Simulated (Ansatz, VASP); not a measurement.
# Two plane-wave programs on Au2Br

File INCAR:

```
PREC     = Accurate       # precision mode
ENCUT    = 600            # plane-wave cutoff, eV
EDIFF    = 1E-7           # SCF threshold, eV
ISMEAR   = 0              # smearing method
SIGMA    = 0.1            # smearing width, eV
LREAL    = False          # projectors in reciprocal space
LASPH    = True           # aspherical terms in the spheres
NELM     = 60             # most SCF steps
ALGO     = Normal         # electronic algorithm
ISIF     = 3              # what is computed and relaxed
LWAVE    = False          # write WAVECAR
LCHARG   = False          # write CHGCAR
GGA      = PE             # functional
IBRION   = 2              # ionic algorithm
NSW      = 90             # ionic steps
EDIFFG   = -0.04          # ionic threshold
```

KPOINTS

```
regular mesh
0
Gamma
  6 6 6
```

Contents of POSCAR:

```
Au2Br
1.0
    4.6497269086      0.0000000000      0.0000000000
   -2.3248634543      4.0267816235      0.0000000000
    0.0000000000      0.0000000000      3.7093635305
Au Br
2 1
Direct
    0.3333333333      0.6666666667      0.5000000000
    0.6666666667      0.3333333333      0.5000000000
    0.0000000000      0.0000000000      0.0000000000
```

Input for Ansatz:

```yaml
crystal:
  lattice:
    - [4.6497269086, 0.0, 0.0]
    - [-2.3248634543, 4.0267816235, 0.0]
    - [0.0, 0.0, 3.7093635305]
  atoms:
    - { symbol: Au, position: [0.3333333333, 0.6666666667, 0.5] }
    - { symbol: Au, position: [0.6666666667, 0.3333333333, 0.5] }
    - { symbol: Br, position: [0.0, 0.0, 0.0] }
basis:
  ecutwfc: 420
kpoints:
  mp_grid: { grid: [6, 6, 6] }
hamiltonian:
  xc: pbe
scf:
  occupations: { method: gaussian, width: 0.1 }
  lower_state_search: "off"
output:
  forces: true
  stress: true
  eigenvalues: true
relax:
  adjacent_minimum: "off"
  f_tol: 0.04
  max_steps: 70
  cell: { stress_tol: 0.4 }
```

Alike in both runs: task relaxation of cell and atoms; functional PBE; k mesh 6 × 6 × 6; occupations gaussian, width 0.1 eV; no spin polarisation.

|  | VASP | Ansatz |
| --- | --- | --- |
| version | VASP 6.6.1 | Ansatz 0.2.0 |
| potentials or method | VASP PAW PBE potentials, release 64 (Au, Br), cutoff 600 eV | scalar-relativistic, plane waves, PAW |
| valence electrons in the cell | 29 | 45 |

VASP gave:

| Quantity | Value |
| --- | --- |
| gap on the k mesh at the Fermi level, each at its own relaxed structure (eV) | none |
| relaxed volume (Å³/atom) | 22.89 |
| relaxed cell length with the largest relative difference (Å) | 3.615 |

Q: Which values does Ansatz return?

A: gap on the k mesh at the Fermi level, each at its own relaxed structure (eV): none; relaxed volume (Å³/atom): 22.96; relaxed cell length with the largest relative difference (Å): 3.621.

A gap of «none» marks a metal or a gap that the smearing closes. VASP's potentials hold 29 valence electrons a cell and Ansatz's 45, so a difference there can come from the potentials and not from the codes.

Spin-orbit coupling is off throughout.
